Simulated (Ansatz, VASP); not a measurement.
## One calculation of PtSe2, two programs

```
CELL_PARAMETERS angstrom
3.87296 0.00000 0.00000
-1.93648 3.35408 0.00000
0.00000 0.00000 4.85952
ATOMIC_POSITIONS crystal
Pt 0.00000 0.00000 0.00000
Se 0.33333 0.66667 0.25000
Se 0.66667 0.33333 0.75000
```

Change from the starting cell: strain +0.040 along x and y, -0.040 along z, atoms carried along.

Alike in both runs: task single point; functional PBEsol; k mesh 12 × 12 × 10; occupations gaussian, width 0.15 eV; no spin polarisation.

```csv
,VASP,Ansatz
version,VASP 6.6.1,Ansatz 0.2.0
potentials or method,"VASP PAW PBE potentials, release 64 (Pt, Se), cutoff 520 eV","scalar-relativistic, plane waves, PAW"
valence electrons in the cell,22,50
```

Ansatz gave:

* gap on the k mesh at the Fermi level (eV): none
* pressure (GPa): -4.9
* traceless stress, the component that is largest in VASP (GPa): 3.29
* rms of the force components (eV/Å): 0.005

Q: Estimate VASP's values.

A: gap on the k mesh at the Fermi level (eV): none; pressure (GPa): -4.9; traceless stress, the component that is largest in VASP (GPa): 3.27; rms of the force components (eV/Å): 0.010.

VASP's potentials were made for PBE, not for PBEsol. Atom by atom the forces differ by 0.005 eV/Å (rms over components). A gap of «none» marks a metal or a gap that the smearing closes. VASP's potentials hold 22 valence electrons a cell and Ansatz's 50, so a difference there can come from the potentials and not from the codes.

Spin-orbit coupling is off throughout.
